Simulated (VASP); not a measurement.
# Fe (Fm-3m) in VASP: notebook

The runs below take Fe through single point, with PBE.

Program: VASP 6.6.1. These are calculated values, not measurements. Logs are shortened: lines on timing, memory, paths and dates and some standing lists are left out, and cuts for length are marked.

### 1 The cell of the first run

The structure is cubic, space group Fm-3m (No. 225). Conventional cell: a = 3.307 Å, b = 3.307 Å, c = 3.307 Å, α = 90.00°, β = 90.00°, γ = 90.00°. Fe (site symmetry m-3m) has 12 Fe at 2.34 Å within 3.1 Å.

### 2 Single point, PBE (volume scaled by 0.88)

The input, INCAR:

```
ALGO     = Normal         # electronic algorithm
EDIFF    = 1E-6           # SCF threshold, eV
ENCUT    = 520            # plane-wave cutoff, eV
GGA      = PE             # functional
ISIF     = 2              # what is computed and relaxed
ISMEAR   = -1             # smearing method
LASPH    = True           # aspherical terms in the spheres
LCHARG   = False          # write CHGCAR
LREAL    = False          # projectors in reciprocal space
LWAVE    = False          # write WAVECAR
NBANDS   = 10             # bands
NELM     = 100            # most SCF steps
PREC     = Accurate       # precision mode
SIGMA    = 0.1            # smearing width, eV
```

The input, KPOINTS:

```
k-points
0
Gamma
  26 26 26
```

The input, POSCAR:

```
Fe
1.0
    0.0000000000      1.6535516626      1.6535516626
    1.6535516626      0.0000000000      1.6535516626
    1.6535516626      1.6535516626      0.0000000000
Fe
1
Direct
    0.0000000000      0.0000000000      0.0000000000
```

Potentials or basis: VASP PAW PBE potentials, release 64 (Fe).

Command:

```sh
$ cat potpaw_PBE.64/Fe/POTCAR > POTCAR
$ mpirun -np 1 vasp_std > vasp.out
```

OUTCAR:

```text
EDIFF = 1E-6
   ENCUT = 520
   GGA = PE
   ISIF = 2
   ISMEAR = -1
   LASPH = True
   LREAL = False
   NELM = 100
   PREC = Accurate

 ion  position               nearest neighbor table
   1  0.000  0.000  0.000-

  LATTYP: Found a face centered cubic cell.
 ALAT       =     3.3071033252

  Lattice vectors:

 A1 = (   0.0000000000,   1.6535516626,   1.6535516626)
 A2 = (   1.6535516626,   0.0000000000,   1.6535516626)
 A3 = (   1.6535516626,   1.6535516626,   0.0000000000)

Analysis of symmetry for initial positions (statically):
=====================================================================
 Subroutine PRICEL returns:
 Original cell was already a primitive cell.

 Routine SETGRP: Setting up the symmetry group for a
 face centered cubic supercell.

 Subroutine GETGRP returns: Found 48 space group operations
 (whereof 48 operations were pure point group operations)
 out of a pool of 48 trial point group operations.

The static configuration has the point symmetry O_h .

Analysis of symmetry for dynamics (positions and initial velocities):
=====================================================================
 Subroutine PRICEL returns:
 Original cell was already a primitive cell.

 Routine SETGRP: Setting up the symmetry group for a
 face centered cubic supercell.

 Subroutine GETGRP returns: Found 48 space group operations
 (whereof 48 operations were pure point group operations)
 out of a pool of 48 trial point group operations.

The dynamic configuration has the point symmetry O_h .

 Subroutine INISYM returns: Found 48 space group operations
 (whereof 48 operations are pure point group operations),
 and found     1 'primitive' translations

----------------------------------------------------------------------------------------

                                     Primitive cell

  volume of cell :       9.0424

  direct lattice vectors                    reciprocal lattice vectors
     0.000000000  1.653551663  1.653551663    -0.302379424  0.302379424  0.302379424
     1.653551663  0.000000000  1.653551663     0.302379424 -0.302379424  0.302379424
     1.653551663  1.653551663  0.000000000     0.302379424  0.302379424 -0.302379424

  length of vectors
     2.338475187  2.338475187  2.338475187     0.523736526  0.523736526  0.523736526

  position of ions in fractional coordinates (direct lattice)
     0.000000000  0.000000000  0.000000000

  ion indices of the primitive-cell ions
   primitive index   ion index
                 1           1

----------------------------------------------------------------------------------------

 KPOINTS: k-points

Automatic generation of k-mesh.
 Grid dimensions read from file:
 generate k-points for:   26   26   26

 Generating k-lattice:

  Cartesian coordinates                     Fractional coordinates (reciprocal lattice)
    -0.011629978  0.011629978  0.011629978     0.038461538  0.000000000  0.000000000
     0.011629978 -0.011629978  0.011629978     0.000000000  0.038461538  0.000000000
     0.011629978  0.011629978 -0.011629978     0.000000000  0.000000000  0.038461538

  Length of vectors
     0.020143713  0.020143713  0.020143713

  Shift w.r.t. Gamma in fractional coordinates (k-lattice)
     0.000000000  0.000000000  0.000000000

 Subroutine IBZKPT returns following result:
 ===========================================

 Found    511 irreducible k-points:

 Following reciprocal coordinates:
            Coordinates               Weight
  0.000000  0.000000  0.000000      1.000000
  0.038462  0.000000  0.000000      8.000000
  0.076923  0.000000  0.000000      8.000000
  0.115385  0.000000  0.000000      8.000000
  0.153846  0.000000  0.000000      8.000000
  0.192308  0.000000  0.000000      8.000000
[... 16 lines left out ...]
  0.346154  0.038462  0.000000     24.000000
  0.384615  0.038462  0.000000     24.000000
 [... further k-points ...]
   k-points           NKPTS =    511   k-points in BZ     NKDIM =    511   number of bands    NBANDS=     10
   number of dos      NEDOS =    301   number of ions     NIONS =      1
   total plane-waves  NPLWV =   5832
   dimension x,y,z NGX =    18 NGY =   18 NGZ =   18
   dimension x,y,z NGXF=    36 NGYF=   36 NGZF=   36
   ions per type =               1
   NGX,Y,Z   is equivalent  to a cutoff of  12.80, 12.80, 12.80 a.u.
   NGXF,Y,Z  is equivalent  to a cutoff of  25.59, 25.59, 25.59 a.u.
 SYSTEM =  unknown system
   PREC   = accura    normal or accurate (medium, high low for compatibility)
   ISTART =      0    job   : 0-new  1-cont  2-samecut
   ICHARG =      2    charge: 1-file 2-atom 10-const
   ISPIN  =      1    spin polarized calculation?
   LNONCOLLINEAR =      F non collinear calculations
   LSORBIT =      F    spin-orbit coupling
   LASPH  =      T    aspherical Exc in radial PAW
   ENCUT  =  520.0 eV  38.22 Ry    6.18 a.u.   4.35  4.35  4.35*2*pi/ulx,y,z
   NELM   =    100;   NELMIN=  2; NELMDL= -5     # of ELM steps
   EDIFF  = 0.1E-05   stopping-criterion for ELM
   LREAL  =      F    real-space projection
   EDIFFG = 0.1E-04   stopping-criterion for IOM
   NSW    =      0    number of steps for IOM
   IBRION =     -1    ionic relax: 0-MD 1-quasi-New 2-CG
   NFREE  =      0    steps in history (QN), initial steepest desc. (CG)
   ISIF   =      2    stress and relaxation
   ISYM   =      2    0-nonsym 1-usesym 2-fastsym
   POTIM  = 0.5000    time-step for ionic-motion
   TEBEG  =    0.0;   TEEND  =   0.0 temperature during run
   PSTRESS=    0.0 pullay stress
   NELECT =       8.0000    total number of electrons
   NUPDOWN=      -1.0000    fix difference up-down
   EMIN   =  10.00;   EMAX   =-10.00  energy-range for DOS
   EFERMI =   0.00;   METHOD = LEGACY
   ISMEAR =    -1;   SIGMA  =   0.10  broadening in eV -4-tet -1-fermi 0-gaus
   EFERMI_NEDOS =   21; number of points for ismear=-14 and -15
   IALGO  =     38    algorithm
   IMIX   =      4    mixing-type and parameters
     AMIX     =   0.40;   BMIX     =  1.00
     AMIX_MAG =   1.60;   BMIX_MAG =  1.00
  volume/ion in A,a.u.               =       9.04        61.02
  Fermi-wavevector in a.u.,A,eV,Ry     =   1.571606  2.969905 33.605655  2.469946
  Thomas-Fermi vector in A             =   2.673165
   LORBIT       =      0    0 simple, 1 ext, 2 COOP (PROOUT), +10 PAW based schemes
   GGA     = PE    functional components
   LHFCALC =     F    Hartree Fock is set to
   AEXX    =    0.0000 exact exchange contribution
   IVDW    =     0    specifies the selected vdW correction
   LEPSILON=     F    determine dielectric tensor
   LRPA    =     F    only Hartree local field effects (RPA)
 non-spin polarized calculation
  energy-cutoff  :      520.00
  volume of cell :        9.04
 maximum number of plane-waves:       259
 NGX is ok and might be reduce to    18
   NGX =  9   NGY =  9   NGZ =  9

 number of electron       8.0000003 magnetization

 Free energy of the ion-electron system (eV)
  ---------------------------------------------------
  ext. energy  EPLUGINS =         0.00000000
  ---------------------------------------------------
  free energy    TOTEN  =        -7.94434608 eV

  energy without entropy =       -7.89707971  energy(sigma->0) =       -7.92071290

 E-fermi :   8.2943     XC(G=0): -14.5051

 val. band max:        8.2924755328   @ k =  -0.3462   0.3846   0.0385
 cond. band min:       8.2977082126   @ k =  -0.3846   0.3846   0.1154
 fundamental gap:      0.0052326798
 Fermi energy:         8.2942814509

 k-point     1 :       0.0000    0.0000    0.0000
  band No.  band energies     occupation
      1      -1.2611      2.00000
      2       6.3397      2.00000
      3       6.3397      2.00000
      4       6.3397      2.00000
      5       8.2078      1.40750
      6       8.2078      1.40750
      7      32.6523      0.00000
      8      39.0808      0.00000
      9      39.0808      0.00000
     10      39.0808      0.00000

 k-point     2 :       0.0385    0.0000    0.0000
  band No.  band energies     occupation
      1      -1.1908      2.00000
      2       6.3104      2.00000
      3       6.3621      2.00000
      4       6.3621      2.00000
      5       8.1960      1.45531
      6       8.1960      1.45531
      7      32.6248      0.00000
      8      38.1799      0.00000
      9      39.0358      0.00000
     10      39.0358      0.00000

 k-point     3 :       0.0769    0.0000    0.0000
  band No.  band energies     occupation
      1      -0.9825      2.00000
      2       6.2270      2.00000
      3       6.4254      2.00000
      4       6.4254      2.00000
      5       8.1653      1.56828
      6       8.1653      1.56828
      7      32.4713      0.00000
      8      36.5372      0.00000
      9      38.9164      0.00000
     10      38.9164      0.00000

 k-point     4 :       0.1154    0.0000    0.0000
  band No.  band energies     occupation
      1      -0.6439      2.00000
      2       6.1025      2.00000
      3       6.5161      2.00000
      4       6.5161      2.00000
      5       8.1296      1.67683
      6       8.1296      1.67683
      7      31.9275      0.00000
      8      35.1032      0.00000
      9      38.7558      0.00000
     10      38.7558      0.00000
[... 222 lines left out ...]
 k-point    22 :       0.3077    0.0385    0.0000
  band No.  band energies     occupation
      1       1.9414      2.00000
      2       5.8378      2.00000
      3       6.5448      2.00000
      4       6.6183      2.00000
      5       8.5194      0.19044
      6       8.7626      0.01832
      7      24.2087      0.00000
      8      32.5326      0.00000
      9      36.6849      0.00000
     10      39.6267      0.00000

 k-point    23 :       0.3462    0.0385    0.0000
  band No.  band energies     occupation
      1       2.3397      2.00000
      2       6.1828      2.00000
      3       6.4390      2.00000
      4       6.5257      2.00000
      5       8.8153      0.01086
      6       8.9886      0.00193
      7      22.4972      0.00000
      8      32.0943      0.00000
      9      36.5818      0.00000
     10      39.3408      0.00000

 k-point    24 :       0.3846    0.0385    0.0000
  band No.  band energies     occupation
      1       2.5737      2.00000
      2       6.3248      2.00000
      3       6.4312      2.00000
      4       6.7352      2.00000
      5       9.1234      0.00050
      6       9.1973      0.00024
      7      20.9212      0.00000
      8      31.6999      0.00000
      9      36.5474      0.00000
     10      38.7826      0.00000

 [... further k-points ...]

------------------------ aborting loop because EDIFF is reached ----------------------------------------

  FORCE on cell =-STRESS in cart. coord.  units (eV):
  Direction    XX          YY          ZZ          XY          YZ          ZX
  --------------------------------------------------------------------------------------
  -------------------------------------------------------------------------------------
  Total        2.6797296      2.6797296      2.6797296      0.0000000     -0.0000000      0.0000000
  in kB      474.8082558    474.8082558    474.8082558      0.0000000     -0.0000000      0.0000000
  external PRESSURE =     474.8082558 kB  Pullay stress =       0.0000000 kB

 VOLUME and BASIS-vectors are now :
 -----------------------------------------------------------------------------
  energy-cutoff  :      520.00
  volume of cell :        9.04
      direct lattice vectors                 reciprocal lattice vectors
     0.000000000  1.653551663  1.653551663    -0.302379424  0.302379424  0.302379424
     1.653551663  0.000000000  1.653551663     0.302379424 -0.302379424  0.302379424
     1.653551663  1.653551663  0.000000000     0.302379424  0.302379424 -0.302379424

 POSITION                                       TOTAL-FORCE (eV/Angst)
 -----------------------------------------------------------------------------------
      0.00000      0.00000      0.00000         0.000000      0.000000      0.000000
 -----------------------------------------------------------------------------------
    total drift:                                0.000000     -0.000000     -0.000000

  FREE ENERGIE OF THE ION-ELECTRON SYSTEM (eV)
  ---------------------------------------------------
  free  energy   TOTEN  =        -7.9443460767 eV

  energy  without entropy=       -7.8970797149  energy(sigma->0) =       -7.92071290
```

It took 46 s on 1 thread of Intel Xeon Platinum 8259CL at 2.50GHz (Skylake/Cascade Lake), shared host; peak memory 0.16 GiB.

Results:

```yaml
Free_energy: -7.9443 eV
Pressure: 47.5 GPa
Band_gap_on_the_k_mesh: zero (band 4 reaches 9.82 eV, above the bottom of band 5 at 7.28 eV)
```

Levels at points of the mesh, in eV from the Fermi level:
```tsv
k point	band 1	band 2	band 3	band 4	band 5	band 6	band 7	band 8	band 9
(0.00, 0.00, 0.00)	-9.56	-1.95	-1.95	-1.95	-0.09	-0.09	24.36	30.79	30.79
(0.50, 0.00, 0.00)	-5.61	-2.08	-2.08	0.22	1.20	1.20	9.67	22.86	29.46
(0.50, 0.50, 0.00)	-5.87	-5.02	1.16	1.53	1.53	3.66	13.21	17.69	17.69
```

Caveat: the cell differs from its parent crystal (volume scaled by 0.88); the run has no spin polarisation, though such a crystal can be magnetic. Spin polarisation is off, so any magnetic state and its effect on volume and gap are missing.

### 3 Single point, PBE (volume scaled by 0.92)

The input, INCAR:

```
PREC = Accurate
ENCUT = 520
EDIFF = 1E-6
ISMEAR = -1
SIGMA = 0.1
LREAL = F
LASPH = T
NELM = 60
ALGO = Normal
ISIF = 2
LWAVE = F
LCHARG = F
GGA = PE
NBANDS = 10
```

The input, KPOINTS:

```
regular mesh
0
Gamma
  26 26 26
```

The input, POSCAR:

```
Fe
1.0
    0.0000000000      1.6782351772      1.6782351772
    1.6782351772      0.0000000000      1.6782351772
    1.6782351772      1.6782351772      0.0000000000
Fe
1
Direct
    0.0000000000      0.0000000000      0.0000000000
```

Potentials or basis: VASP PAW PBE potentials, release 64 (Fe).

Command:

```sh
$ cat potpaw_PBE.64/Fe/POTCAR > POTCAR
$ mpirun -np 1 vasp_std > vasp.out
```

Run time: 39 s. Hardware: 1 thread of Intel Xeon Platinum 8259CL at 2.50GHz (Skylake/Cascade Lake), shared host; peak memory 0.16 GiB.

The run converged. Its results:

| Item | Value |
| --- | --- |
| Free energy | -8.0398 eV |
| Pressure | 27.7 GPa |
| Band gap on the k mesh | zero (band 4 reaches 9.17 eV, above the bottom of band 5 at 6.79 eV) |

Levels at points of the mesh, in eV from the Fermi level:
```tsv
k point	band 1	band 2	band 3	band 4	band 5	band 6	band 7	band 8
(0.00, 0.00, 0.00)	-9.30	-1.83	-1.83	-1.83	-0.08	-0.08	23.99	30.08
(0.50, 0.00, 0.00)	-5.32	-1.94	-1.94	0.20	1.12	1.12	9.17	22.51
(0.50, 0.50, 0.00)	-5.52	-4.71	1.08	1.43	1.43	3.50	12.66	17.16
```

Caveat: the cell differs from its parent crystal (volume scaled by 0.92); the run has no spin polarisation, though such a crystal can be magnetic.

### 4 Single point, PBE (volume scaled by 0.96)

The input, INCAR:

```
PREC = Accurate ; ENCUT = 520
EDIFF = 1E-6 ; ISMEAR = -1
SIGMA = 0.1 ; LREAL = False
LASPH = True ; NELM = 60
ALGO = Normal ; ISIF = 2
LWAVE = False ; LCHARG = False
GGA = PE ; NBANDS = 10
```

The input, KPOINTS:

```
Automatic mesh
0
Gamma
  26 26 26
```

The input, POSCAR:

```
Fe
1.0
    0.0000000000      1.7022132050      1.7022132050
    1.7022132050      0.0000000000      1.7022132050
    1.7022132050      1.7022132050      0.0000000000
Fe
1
Direct
    0.0000000000      0.0000000000      0.0000000000
```

Command:

```sh
$ cat potpaw_PBE.64/Fe/POTCAR > POTCAR
$ mpirun -np 1 vasp_std > vasp.out
```

It took 47 s on 1 thread of Intel Xeon Platinum 8259CL at 2.50GHz (Skylake/Cascade Lake), shared host; peak memory 0.16 GiB.

It converged, with:

- Free energy: -8.0898 eV
- Pressure: 12.0 GPa
- Band gap on the k mesh: zero (band 4 reaches 8.57 eV, above the bottom of band 5 at 6.34 eV)

Levels at points of the mesh, in eV from the Fermi level:
| k point | band 2 | band 3 | band 4 | band 5 | band 6 | band 7 |
| --- | --- | --- | --- | --- | --- | --- |
| (0.00, 0.00, 0.00) | -1.72 | -1.72 | -1.72 | -0.08 | -0.08 | 23.63 |
| (0.50, 0.00, 0.00) | -1.82 | -1.82 | 0.19 | 1.05 | 1.05 | 8.71 |
| (0.50, 0.50, 0.00) | -4.43 | 1.01 | 1.34 | 1.34 | 3.36 | 12.16 |

Caveat: the cell differs from its parent crystal (volume scaled by 0.96); the run has no spin polarisation, though such a crystal can be magnetic.

### 5 Single point, PBE

This run uses another cell than the first one, of 10.28 Å³/atom, 1.136 times its volume.

The input, INCAR:

```
  PREC = Accurate
  ENCUT = 520
  EDIFF = 1E-7
  ISMEAR = -1
  SIGMA = 0.1
  LREAL = F
  LASPH = T
  NELM = 60
  ALGO = Normal
  ISIF = 2
  LWAVE = F
  LCHARG = F
  GGA = PE
  NBANDS = 10
```

KPOINTS is that of step 4.

The input, POSCAR:

```
Fe
1.0
    0.0000000000      1.7255340921      1.7255340921
    1.7255340921      0.0000000000      1.7255340921
    1.7255340921      1.7255340921      0.0000000000
Fe
1
Direct
    0.0000000000      0.0000000000      0.0000000000
```

Command:

```sh
$ cat potpaw_PBE.64/Fe/POTCAR > POTCAR
$ mpirun -np 1 vasp_std > vasp.out
```

Wall time 34 s (1 thread of Intel Xeon Platinum 8259CL at 2.50GHz (Skylake/Cascade Lake), shared host); peak memory 0.17 GiB.

It converged, with:

| Quantity | Value |
| --- | --- |
| Free energy | -8.1038 eV |
| Pressure | -0.5 GPa |
| Band gap on the k mesh | zero (band 4 reaches 8.02 eV, above the bottom of band 5 at 5.92 eV) |

Levels at points of the mesh, in eV from the Fermi level:
| k point | band 2 | band 3 | band 4 | band 5 | band 6 | band 7 |
| --- | --- | --- | --- | --- | --- | --- |
| (0.00, 0.00, 0.00) | -1.62 | -1.62 | -1.62 | -0.08 | -0.08 | 23.29 |
| (0.50, 0.00, 0.00) | -1.71 | -1.71 | 0.19 | 0.98 | 0.98 | 8.29 |
| (0.50, 0.50, 0.00) | -4.17 | 0.95 | 1.26 | 1.26 | 3.25 | 11.69 |

Caveat: the run has no spin polarisation, though such a crystal can be magnetic. Spin polarisation is off, so any magnetic state and its effect on volume and gap are missing.

### 6 Single point, PBE (volume scaled by 1.04)

The input, INCAR:

```
SYSTEM = Fe
  PREC = Accurate
  ENCUT = 520
  EDIFF = 1E-6
  ISMEAR = -1
  SIGMA = 0.1
  LREAL = .False.
  LASPH = .True.
  NELM = 100
  ALGO = Normal
  ISIF = 2
  LWAVE = .False.
  LCHARG = .False.
  GGA = PE
  NBANDS = 10
```

The input, KPOINTS:

```
Automatic mesh
0
Gamma
  26 26 26
  0 0 0
```

The input, POSCAR:

```
Fe
1.0
    0.0000000000      1.7482410920      1.7482410920
    1.7482410920      0.0000000000      1.7482410920
    1.7482410920      1.7482410920      0.0000000000
Fe
1
Direct
    0.0000000000      0.0000000000      0.0000000000
```

Potentials or basis: VASP PAW PBE potentials, release 64 (Fe).

Command:

```sh
$ cat potpaw_PBE.64/Fe/POTCAR > POTCAR
$ mpirun -np 1 vasp_std > vasp.out
```

It took 32 s on 1 thread of Intel Xeon Platinum 8259CL at 2.50GHz (Skylake/Cascade Lake), shared host; peak memory 0.17 GiB.

Results (log left out):

| Quantity | Value |
| --- | --- |
| Free energy | -8.0891 eV |
| Pressure | -10.5 GPa |
| Band gap on the k mesh | zero (band 4 reaches 7.52 eV, above the bottom of band 5 at 5.54 eV) |

Levels at points of the mesh, in eV from the Fermi level:
```
           k point  band 1  band 2  band 3  band 4  band 5  band 6  band 7  band 8  band 9
(0.00, 0.00, 0.00)   -8.59   -1.53   -1.53   -1.53   -0.08   -0.08   22.96   28.15   28.15
(0.50, 0.00, 0.00)   -4.60   -1.62   -1.62    0.20    0.93    0.93    7.91   21.55   26.21
(0.50, 0.50, 0.00)   -4.66   -3.94    0.90    1.18    1.18    3.14   11.26   15.78   15.78
```

Caveat: the cell differs from its parent crystal (volume scaled by 1.04); the run has no spin polarisation, though such a crystal can be magnetic. Spin polarisation is off, so any magnetic state and its effect on volume and gap are missing.

### 7 Summary

| cell | gap on the mesh (eV) | pressure (GPa) |
| --- | --- | --- |
| a = 2.338 Å, angles 60.0°, 1 atom | none | 47.5 |
| a = 2.373 Å, angles 60.0°, 1 atom | none | 27.7 |
| a = 2.407 Å, angles 60.0°, 1 atom | none | 12.0 |
| a = 2.440 Å, angles 60.0°, 1 atom | none | -0.5 |
| a = 2.472 Å, angles 60.0°, 1 atom | none | -10.5 |

Alike in all rows: task single point; level PBE; potentials or basis VASP PAW PBE potentials, release 64 (Fe); no spin polarisation; k mesh 26 × 26 × 26; cutoff (eV) 520; smearing fermi-dirac 0.1 eV.

Caveats: the run has no spin polarisation, though such a crystal can be magnetic.

Total energies depend on the potentials used, so only differences within one code and one set of settings carry meaning.
